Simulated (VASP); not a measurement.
# WSe2 in VASP: further runs

Runs on WSe2. Level: PBE+D3(BJ). Tasks: single point.

All numbers are computed with VASP 6.6.1; they aren't measurements. Logs are shortened: lines on timing, memory, paths and dates and some standing lists are left out, and cuts for length are marked.

**1. The cell of the first run**

The cell holds a slab with vacuum, 6 atoms: a = 3.285 Å, b = 3.285 Å, c = 24.239 Å, α = 90.00°, β = 90.00°, γ = 120.00°.

**2. Single point, PBE+D3(BJ)**

Input file INCAR:

```
SYSTEM = WSe2
  ALGO = Normal
  DIPOL = 0.5 0.5 0.388
  EDIFF = 1E-6
  ENCUT = 520
  GGA = PE
  IDIPOL = 3
  ISIF = 2
  ISMEAR = 0
  IVDW = 12
  LASPH = .TRUE.
  LCHARG = .TRUE.
  LDIPOL = .TRUE.
  LELF = .TRUE.
  LREAL = .FALSE.
  LVACPOTAV = .TRUE.
  LVHAR = .TRUE.
  LWAVE = .FALSE.
  NBANDS = 35
  NELM = 100
  PREC = Accurate
  SIGMA = 0.05
```

Input file KPOINTS:

```
k-points
0
G
  9 9 1
  0 0 0
```

Input file POSCAR:

```
WSe2
1.0
    3.2854929709      0.0000000000      0.0000000000
   -1.6427464855      2.8453203767      0.0000000000
    0.0000000000      0.0000000000     24.2386466774
Se W
4 2
Direct
    0.3333333333      0.6666666667      0.1856539294
    0.3333333333      0.6666666667      0.3246601777
    1.2222222222     -0.2222222222      0.4517299783
    1.2222222222     -0.2222222222      0.5907362267
    0.6666666667      0.3333333333      0.2551570536
    1.5555555556     -0.5555555556      0.5212331025
```

Potentials or basis: VASP PAW PBE potentials, release 64 (Se, W_sv).

Command:

```console
> cat potpaw_PBE.64/Se/POTCAR potpaw_PBE.64/W_sv/POTCAR > POTCAR
> mpirun -np 1 vasp_std > vasp.out
```

OUTCAR:

```text
SYSTEM = WSe2
   EDIFF = 1E-6
   ENCUT = 520
   GGA = PE
   ISIF = 2
   ISMEAR = 0
   IVDW = 12
   LASPH = .TRUE.
   LREAL = .FALSE.
   NELM = 100
   PREC = Accurate
 IVDW          = 12

 ion  position               nearest neighbor table
   1  0.333  0.667  0.186-   5 2.54   5 2.54   5 2.54
   2  0.333  0.667  0.325-   5 2.54   5 2.54   5 2.54
   3  0.222  0.778  0.452-   6 2.54   6 2.54   6 2.54
   4  0.222  0.778  0.591-   6 2.54   6 2.54   6 2.54
   5  0.667  0.333  0.255-   2 2.54   2 2.54   2 2.54   1 2.54   1 2.54   1 2.54
   6  0.556  0.444  0.521-   3 2.54   4 2.54   3 2.54   4 2.54   3 2.54   4 2.54

  LATTYP: Found a hexagonal cell.
 ALAT       =     3.2854929709
 C/A-ratio  =     7.3774763459

  Lattice vectors:

 A1 = (   3.2854929709,   0.0000000000,   0.0000000000)
 A2 = (  -1.6427464855,   2.8453203767,   0.0000000000)
 A3 = (   0.0000000000,   0.0000000000,  24.2386466774)

Analysis of symmetry for initial positions (statically):
=====================================================================
 Subroutine PRICEL returns:
 Original cell was already a primitive cell.

 Routine SETGRP: Setting up the symmetry group for a
 hexagonal supercell.

 Subroutine GETGRP returns: Found  2 space group operations
 (whereof  2 operations were pure point group operations)
 out of a pool of 24 trial point group operations.

The static configuration has the point symmetry C_1h.

Analysis of symmetry for dynamics (positions and initial velocities):
=====================================================================
 Subroutine PRICEL returns:
 Original cell was already a primitive cell.

 Routine SETGRP: Setting up the symmetry group for a
 hexagonal supercell.

 Subroutine GETGRP returns: Found  2 space group operations
 (whereof  2 operations were pure point group operations)
 out of a pool of 24 trial point group operations.

The dynamic configuration has the point symmetry C_1h.

 Subroutine INISYM returns: Found  2 space group operations
 (whereof  2 operations are pure point group operations),
 and found     1 'primitive' translations

----------------------------------------------------------------------------------------

                                     Primitive cell

  volume of cell :     226.5897

  direct lattice vectors                    reciprocal lattice vectors
     3.285492971  0.000000000  0.000000000     0.304368327  0.175727136  0.000000000
    -1.642746486  2.845320377  0.000000000     0.000000000  0.351454271  0.000000000
     0.000000000  0.000000000 24.238646677     0.000000000  0.000000000  0.041256429

  length of vectors
     3.285492971  3.285492971 24.238646677     0.351454271  0.351454271  0.041256429

  position of ions in fractional coordinates (direct lattice)
     0.333333333  0.666666667  0.185653929
     0.333333333  0.666666667  0.324660178
     0.222222222  0.777777778  0.451729978
     0.222222222  0.777777778  0.590736227
     0.666666667  0.333333333  0.255157054
     0.555555556  0.444444444  0.521233102

  ion indices of the primitive-cell ions
   primitive index   ion index
                 1           1
                 2           2
                 3           3
                 4           4
                 5           5
                 6           6

----------------------------------------------------------------------------------------

 KPOINTS: k-points

Automatic generation of k-mesh.
 Grid dimensions read from file:
 generate k-points for:    9    9    1

 Generating k-lattice:

  Cartesian coordinates                     Fractional coordinates (reciprocal lattice)
     0.033818703  0.019525237  0.000000000     0.111111111  0.000000000  0.000000000
     0.000000000  0.039050475  0.000000000     0.000000000  0.111111111  0.000000000
     0.000000000  0.000000000  0.041256429     0.000000000  0.000000000  1.000000000

  Length of vectors
     0.039050475  0.039050475  0.041256429

  Shift w.r.t. Gamma in fractional coordinates (k-lattice)
     0.000000000  0.000000000  0.000000000

 Subroutine IBZKPT returns following result:
 ===========================================

 Found     25 irreducible k-points:

 Following reciprocal coordinates:
            Coordinates               Weight
  0.000000  0.000000  0.000000      1.000000
  0.111111 -0.000000  0.000000      4.000000
 -0.111111  0.111111  0.000000      2.000000
  0.222222  0.000000  0.000000      4.000000
 -0.222222  0.222222  0.000000      2.000000
  0.333333 -0.000000  0.000000      4.000000
[... 16 lines left out ...]
 -0.222222 -0.444444  0.000000      4.000000
  0.444444  0.333333  0.000000      4.000000
   k-points           NKPTS =     25   k-points in BZ     NKDIM =     25   number of bands    NBANDS=     35
   number of dos      NEDOS =    301   number of ions     NIONS =      6
   total plane-waves  NPLWV = 103680
   dimension x,y,z NGX =    24 NGY =   24 NGZ =  180
   dimension x,y,z NGXF=    48 NGYF=   48 NGZF=  360
   ions per type =               4   2
   NGX,Y,Z   is equivalent  to a cutoff of  12.14, 12.14, 12.35 a.u.
   NGXF,Y,Z  is equivalent  to a cutoff of  24.29, 24.29, 24.69 a.u.
 SYSTEM =  WSe2
   PREC   = accura    normal or accurate (medium, high low for compatibility)
   ISTART =      0    job   : 0-new  1-cont  2-samecut
   ICHARG =      2    charge: 1-file 2-atom 10-const
   ISPIN  =      1    spin polarized calculation?
   LNONCOLLINEAR =      F non collinear calculations
   LSORBIT =      F    spin-orbit coupling
   LASPH  =      T    aspherical Exc in radial PAW
   ENCUT  =  520.0 eV  38.22 Ry    6.18 a.u.   6.11  6.11 45.07*2*pi/ulx,y,z
   NELM   =    100;   NELMIN=  2; NELMDL= -5     # of ELM steps
   EDIFF  = 0.1E-05   stopping-criterion for ELM
   LREAL  =      F    real-space projection
   EDIFFG = 0.1E-04   stopping-criterion for IOM
   NSW    =      0    number of steps for IOM
   IBRION =     -1    ionic relax: 0-MD 1-quasi-New 2-CG
   NFREE  =      0    steps in history (QN), initial steepest desc. (CG)
   ISIF   =      2    stress and relaxation
   ISYM   =      2    0-nonsym 1-usesym 2-fastsym
   POTIM  = 0.5000    time-step for ionic-motion
   TEBEG  =    0.0;   TEEND  =   0.0 temperature during run
   PSTRESS=    0.0 pullay stress
   NELECT =      52.0000    total number of electrons
   NUPDOWN=      -1.0000    fix difference up-down
   EMIN   =  10.00;   EMAX   =-10.00  energy-range for DOS
   EFERMI =   0.00;   METHOD = LEGACY
   ISMEAR =     0;   SIGMA  =   0.05  broadening in eV -4-tet -1-fermi 0-gaus
   EFERMI_NEDOS =   21; number of points for ismear=-14 and -15
   IALGO  =     38    algorithm
   IMIX   =      4    mixing-type and parameters
     AMIX     =   0.40;   BMIX     =  1.00
     AMIX_MAG =   1.60;   BMIX_MAG =  1.00
  volume/ion in A,a.u.               =      37.76       254.85
  Fermi-wavevector in a.u.,A,eV,Ry     =   1.002296  1.894064 13.668371  1.004597
  Thomas-Fermi vector in A             =   2.134774
   LORBIT       =      0    0 simple, 1 ext, 2 COOP (PROOUT), +10 PAW based schemes
   GGA     = PE    functional components
   LHFCALC =     F    Hartree Fock is set to
   AEXX    =    0.0000 exact exchange contribution
   IVDW    =    12    specifies the selected vdW correction
   LEPSILON=     F    determine dielectric tensor
   LRPA    =     F    only Hartree local field effects (RPA)
 non-spin polarized calculation
 Gauss-broadening in eV      SIGMA  =   0.05
  energy-cutoff  :      520.00
  volume of cell :      226.59
 maximum number of plane-waves:      6144
   NGX = 13   NGY = 13   NGZ = 91

 dipolmoment           0.000000      0.000000      0.000519 electrons x Angstroem

 number of electron      51.9999997 magnetization

 dipolmoment           0.000000      0.000000     -0.000386 electrons x Angstroem

 Free energy of the ion-electron system (eV)
  ---------------------------------------------------
  ext. energy  EPLUGINS =         0.00000000
  ---------------------------------------------------
  free energy    TOTEN  =       -42.99191331 eV

  energy without entropy =      -42.99191331  energy(sigma->0) =      -42.99191331

 E-fermi :   1.4254     XC(G=0):  -6.1947

 val. band max:        1.0936810682   @ k =   0.0000   0.0000   0.0000
 cond. band min:       2.3402951138   @ k =   0.2222   0.1111   0.0000
 fundamental gap:      1.2466140456
 Fermi energy:         1.4254045968

 k-point     1 :       0.0000    0.0000    0.0000
  band No.  band energies     occupation
      1     -73.1729      2.00000
      2     -73.1659      2.00000
      3     -37.4240      2.00000
      4     -37.4169      2.00000
      5     -37.2841      2.00000
      6     -37.2820      2.00000
[... 27 lines left out ...]
     34       4.0775      0.00000
     35       5.2223      0.00000

 k-point     2 :       0.1111   -0.0000    0.0000
  band No.  band energies     occupation
      1     -73.1717      2.00000
      2     -73.1647      2.00000
      3     -37.4187      2.00000
      4     -37.4116      2.00000
      5     -37.3103      2.00000
      6     -37.3044      2.00000
[... 27 lines left out ...]
     34       4.1779      0.00000
     35       5.6274      0.00000

 k-point     3 :      -0.1111    0.1111    0.0000
  band No.  band energies     occupation
      1     -73.1717      2.00000
      2     -73.1647      2.00000
      3     -37.4187      2.00000
      4     -37.4116      2.00000
      5     -37.3119      2.00000
      6     -37.3029      2.00000
[... 27 lines left out ...]
     34       4.2121      0.00000
     35       5.6291      0.00000

 k-point     4 :       0.2222    0.0000    0.0000
  band No.  band energies     occupation
      1     -73.1686      2.00000
      2     -73.1616      2.00000
      3     -37.4054      2.00000
      4     -37.3984      2.00000
      5     -37.3800      2.00000
      6     -37.3739      2.00000
[... 27 lines left out ...]
     34       4.7391      0.00000
     35       6.2841      0.00000

 k-point     5 :      -0.2222    0.2222    0.0000
  band No.  band energies     occupation
      1     -73.1686      2.00000
      2     -73.1616      2.00000
      3     -37.4056      2.00000
      4     -37.3989      2.00000
      5     -37.3813      2.00000
      6     -37.3720      2.00000
[... 638 lines left out ...]
 k-point    22 :       0.3333    0.2222    0.0000
  band No.  band energies     occupation
      1     -73.1618      2.00000
      2     -73.1548      2.00000
      3     -37.4807      2.00000
      4     -37.4753      2.00000
      5     -37.3944      2.00000
      6     -37.3866      2.00000
[... 27 lines left out ...]
     34       5.7579      0.00000
     35       6.0306      0.00000

 k-point    23 :      -0.2222   -0.4444    0.0000
  band No.  band energies     occupation
      1     -73.1618      2.00000
      2     -73.1548      2.00000
      3     -37.4815      2.00000
      4     -37.4748      2.00000
      5     -37.3935      2.00000
      6     -37.3868      2.00000
[... 27 lines left out ...]
     34       5.7480      0.00000
     35       6.0469      0.00000

 k-point    24 :       0.4444    0.3333    0.0000
  band No.  band energies     occupation
      1     -73.1618      2.00000
      2     -73.1548      2.00000
      3     -37.4826      2.00000
      4     -37.4740      2.00000
      5     -37.3922      2.00000
      6     -37.3871      2.00000
[... 27 lines left out ...]
     34       5.6877      0.00000
     35       6.1432      0.00000

 [... further k-points ...]

------------------------ aborting loop because EDIFF is reached ----------------------------------------

 Edisp (eV)   -2.40878

 E8    (eV) :    -1.1073

  FORCE on cell =-STRESS in cart. coord.  units (eV):
  Direction    XX          YY          ZZ          XY          YZ          ZX
  --------------------------------------------------------------------------------------
  -------------------------------------------------------------------------------------
  Total       0.12536     0.04834     1.84320    -0.06670     0.38193    -0.66152
  in kB       0.88639     0.34184    13.03299    -0.47159     2.70056    -4.67751
  external pressure =        4.75 kB  Pullay stress =        0.00 kB

 VOLUME and BASIS-vectors are now :
 -----------------------------------------------------------------------------
  energy-cutoff  :      520.00
  volume of cell :      226.59
      direct lattice vectors                 reciprocal lattice vectors
     3.285492971  0.000000000  0.000000000     0.304368327  0.175727136  0.000000000
    -1.642746486  2.845320377  0.000000000     0.000000000  0.351454271  0.000000000
     0.000000000  0.000000000 24.238646677     0.000000000  0.000000000  0.041256429

 POSITION                                       TOTAL-FORCE (eV/Angst)
 -----------------------------------------------------------------------------------
     -0.00000      1.89688      4.50000         0.000020     -0.000012     -0.045283
     -0.00000      1.89688      7.86932         0.149239     -0.086163     -0.381505
     -0.54758      2.21303     10.94932        -0.151650      0.087555      0.378377
     -0.54758      2.21303     14.31865         0.004153     -0.002398      0.043776
      1.64275      0.94844      6.18466         0.032873     -0.018980     -0.041724
      1.09516      1.26459     12.63399        -0.034636      0.019997      0.046359
 -----------------------------------------------------------------------------------
    total drift:                                0.000050     -0.000029     -0.000328

  FREE ENERGIE OF THE ION-ELECTRON SYSTEM (eV)
  ---------------------------------------------------
  free  energy   TOTEN  =       -45.4006930918 eV

  energy  without entropy=      -45.4006930918  energy(sigma->0) =      -45.40069309

 vacuum level on the upper side and lower side of the slab         5.935         5.942
```

Wall time 3.9 min (1 thread of Intel Xeon Platinum 8259CL at 2.50GHz (Skylake/Cascade Lake), shared host); peak memory 0.41 GiB.

What came out:

```yaml
Free_energy: -45.4007 eV
Largest_force: 0.419 eV/Å
Band_gap_on_the_k_mesh: 1.25 eV, indirect (least direct gap 1.62 eV)
Dispersion_energy_per_atom: -0.401 eV
```

Forces in eV/Å, atoms in the order of the input:
```
Se   0.000  0.000 -0.045
Se   0.149 -0.086 -0.382
Se  -0.152  0.088  0.378
Se   0.004 -0.002  0.044
W    0.033 -0.019 -0.042
W   -0.035  0.020  0.046
```

Caveat: spin-orbit coupling is left out, which moves the levels of the heavy elements.

[end of part 1 of 2]
